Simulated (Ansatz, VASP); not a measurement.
C in VASP and in Ansatz

File INCAR:

```
ALGO = Normal ; EDIFF = 1E-6
ENCUT = 520 ; GGA = PE
ISIF = 2 ; ISMEAR = 0
LASPH = T ; LCHARG = T
LELF = T ; LREAL = F
LVHAR = T ; LWAVE = F
NBANDS = 36 ; NELM = 100
PREC = Accurate ; SIGMA = 0.15
```

KPOINTS

```
k-points
0
Gamma
  18 18 2
```

The input POSCAR:

```
C
1.0
    2.4948994160      0.0000000000      0.0000000000
   -1.2474497080      2.1606462742      0.0000000000
    0.0000000000      0.0000000000     32.3162834291
C
12
Direct
    0.6666666667      0.3333333333      0.9805841193
    0.6666666667      0.3333333333      0.4752331672
    0.6666666667      0.3333333333      0.7561001628
    0.6666666667      0.3333333333      0.2507492107
    0.0000000000      0.0000000000      0.6156666650
    0.3333333333      0.6666666667      0.2561001628
    0.0000000000      0.0000000000      0.1156666650
    0.6666666667      0.3333333333      0.6156666650
    0.3333333333      0.6666666667      0.7507492107
    0.3333333333      0.6666666667      0.1156666650
    0.3333333333      0.6666666667      0.4805841193
    0.3333333333      0.6666666667      0.9752331672
```

Input for Ansatz:

```yaml
crystal:
  lattice:
    - [2.494899416, 0.0, 0.0]
    - [-1.247449708, 2.1606462742, 0.0]
    - [0.0, 0.0, 32.3162834291]
  atoms:
    - { symbol: C, position: [0.6666666667, 0.3333333333, 0.9805841193] }
    - { symbol: C, position: [0.6666666667, 0.3333333333, 0.4752331672] }
    - { symbol: C, position: [0.6666666667, 0.3333333333, 0.7561001628] }
    - { symbol: C, position: [0.6666666667, 0.3333333333, 0.2507492107] }
    - { symbol: C, position: [0.0, 0.0, 0.615666665] }
    - { symbol: C, position: [0.3333333333, 0.6666666667, 0.2561001628] }
    - { symbol: C, position: [0.0, 0.0, 0.115666665] }
    - { symbol: C, position: [0.6666666667, 0.3333333333, 0.615666665] }
    - { symbol: C, position: [0.3333333333, 0.6666666667, 0.7507492107] }
    - { symbol: C, position: [0.3333333333, 0.6666666667, 0.115666665] }
    - { symbol: C, position: [0.3333333333, 0.6666666667, 0.4805841193] }
    - { symbol: C, position: [0.3333333333, 0.6666666667, 0.9752331672] }
basis:
  ecutwfc: 520.0
kpoints:
  mp_grid: { grid: [18, 18, 2] }
hamiltonian:
  xc: pbe
  pseudopotentials: { kind: paw, azcp: { folder: soft_1 } }
scf:
  occupations: { method: gaussian, width: 0.15 }
output:
  forces: true
  stress: true
  eigenvalues: true
```

Alike in both runs: task single point; functional PBE; k mesh 18 × 18 × 2; occupations gaussian, width 0.15 eV; no spin polarisation.

```csv
,VASP,Ansatz
version,VASP 6.6.1,Ansatz 0.2.0
potentials or method,"VASP PAW PBE potentials, release 64 (C), cutoff 520 eV","scalar-relativistic, plane waves, PAW"
valence electrons in the cell,48,48
```

```tsv
	VASP	Ansatz	Ansatz less VASP
gap on the k mesh at the Fermi level (eV)	none	none	-
rms of the force components (eV/Å)	1.370	1.376	+0.0054
```

Atom by atom the forces differ by 0.005 eV/Å (rms over components). A gap of «none» marks a metal or a gap that the smearing closes. The functional is the same, so the differences come from potentials, cutoffs and numerics.
